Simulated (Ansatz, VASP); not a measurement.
MgS: VASP beside Ansatz

```xyz
2
Lattice="0.0000 2.5485 2.5485 2.5485 0.0000 2.5485 2.5485 2.5485 0.0000" Properties=species:S:1:pos:R:3 pbc="T T T"
Mg    0.0000    0.0000    0.0000
S     2.5485    2.5485    2.5485
```

Change from the starting cell: volume scaled by 0.94.

Alike in both runs: task single point; functional PBE; k mesh 8 × 8 × 8; occupations fermi-dirac, width 0.01 eV; no spin polarisation.

```csv
,VASP,Ansatz
version,VASP 6.6.1,Ansatz 0.2.0
potentials or method,"VASP PAW PBE potentials, release 64 (Mg, S), cutoff 520 eV","all-electron LAPW, scalar-relativistic"
```

|  | VASP | Ansatz | Ansatz less VASP |
| --- | --- | --- | --- |
| gap on the k mesh at the Fermi level (eV) | 2.91 | 2.92 | +0.008 |
| pressure (GPa) | 6.4 | 6.7 | +0.30 |

Ansatz ran all-electron here, and VASP with PAW potentials.
